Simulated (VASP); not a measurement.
## Ta: single point with BLYP

The system is Ta.

```
Ta
1.0
    -1.72144    1.72144    1.72144
     1.72144   -1.72144    1.72144
     1.72144    1.72144   -1.72144
Ta
1
Direct
  0.00000 0.00000 0.00000
```

This cell differs from its parent crystal: volume scaled by 1.08.

* Program: VASP 6.6.1
* Task: single point
* Functional: BLYP
* Potentials or basis: VASP PAW PBE potentials, release 64 (Ta_pv)
* Cutoff: 520 eV
* k mesh: 22 × 22 × 22
* Occupations: fermi-dirac, width 0.1 eV
* Spin: no spin polarisation
* Dipole correction: no
* Further INCAR settings: ALGO = Normal; EDIFF = 1e-06; NBANDS = 12

```json
{
  "Pressure": "-11.4 GPa"
}
```

Levels at points of the mesh, in eV from the Fermi level:
| k point | band 3 | band 4 | band 5 | band 6 | band 7 | band 8 | band 9 | band 10 |
| --- | --- | --- | --- | --- | --- | --- | --- | --- |
| (0.00, 0.00, 0.00) | -33.43 | -7.30 | 0.58 | 0.58 | 0.58 | 3.44 | 3.44 | 13.66 |
| (0.50, 0.00, 0.00) | -33.43 | -3.85 | -1.31 | 1.34 | 3.24 | 4.11 | 6.47 | 9.73 |
| (0.50, 0.50, 0.50) | -33.99 | -3.14 | -3.14 | 5.70 | 5.70 | 5.70 | 7.76 | 7.76 |

Run time: 60 s on 1 thread of Intel Xeon 8259CL (shared host), peak memory 0.2 GiB.

Caveat: the PAW data sets were made with another functional, which shifts forces and pressure a little; spin-orbit coupling is left out, which moves the levels of the heavy elements.
